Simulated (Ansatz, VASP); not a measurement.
**Two plane-wave programs on Te**

The input INCAR:

```
AGGAC = 1.0 ; AGGAX = 1.0
ALDAC = 0.0 ; ALDAX = 1.0
ALGO = Normal ; EDIFF = 1E-6
EDIFFG = -0.01 ; ENCUT = 600
GGA = B5 ; IBRION = 2
ISIF = 3 ; ISMEAR = -1
LASPH = True ; LCHARG = False
LREAL = False ; LWAVE = False
NELM = 100 ; NSW = 80
PREC = Accurate ; SIGMA = 0.1
```

Contents of KPOINTS:

```
k-points
0
Gamma
  11 11 11
```

POSCAR

```
Te
1.0
    0.0000000000      2.4339108928      2.4339108928
    2.4339108928      0.0000000000      2.4339108928
    2.4339108928      2.4339108928      0.0000000000
Te
1
Direct
    0.0000000000      0.0000000000      0.0000000000
```

Input for Ansatz:

```yaml
crystal:
  lattice:
    - [0.0, 2.4339108928, 2.4339108928]
    - [2.4339108928, 0.0, 2.4339108928]
    - [2.4339108928, 2.4339108928, 0.0]
  atoms:
    - { symbol: Te, position: [0.0, 0.0, 0.0] }
hamiltonian:
  xc: blyp
  pseudopotentials:
    kind: paw
    azcp:
      Te: "pseudopotentials/Te.paw.azcp"
basis:
  ecutwfc: 420
  fft_grid_basis: typed
kpoints:
  mp_grid: { grid: [11, 11, 11], shift: [0, 0, 0] }
magnetization:
  spin_polarized: false
scf:
  occupations: { method: fermi_dirac, width: 0.1 }
relax:
  max_steps: 60
  f_tol: 0.01
  cell: {}
```

Alike in both runs: task relaxation of cell and atoms; functional BLYP; k mesh 11 × 11 × 11; occupations fermi-dirac, width 0.1 eV; no spin polarisation.

```csv
,VASP,Ansatz
version,VASP 6.6.1,Ansatz 0.2.0
potentials or method,"VASP PAW PBE potentials, release 64 (Te), cutoff 600 eV","plane waves (420 eV) with PAW, scalar-relativistic"
valence electrons in the cell,6,16
```

Ansatz gave:

```
relaxed volume (Å³/atom)                                     : 32.02
relaxed cell length with the largest relative difference (Å) : 3.564
```

Task: What did VASP give for the same quantities?

Result: Relaxed volume (Å³/atom): 32.03; relaxed cell length with the largest relative difference (Å): 3.565.

VASP's potentials were made for PBE, not for BLYP. VASP's potentials hold 6 valence electrons a cell and Ansatz's 16, so a difference there can come from the potentials and not from the codes.

Spin-orbit coupling is off throughout.
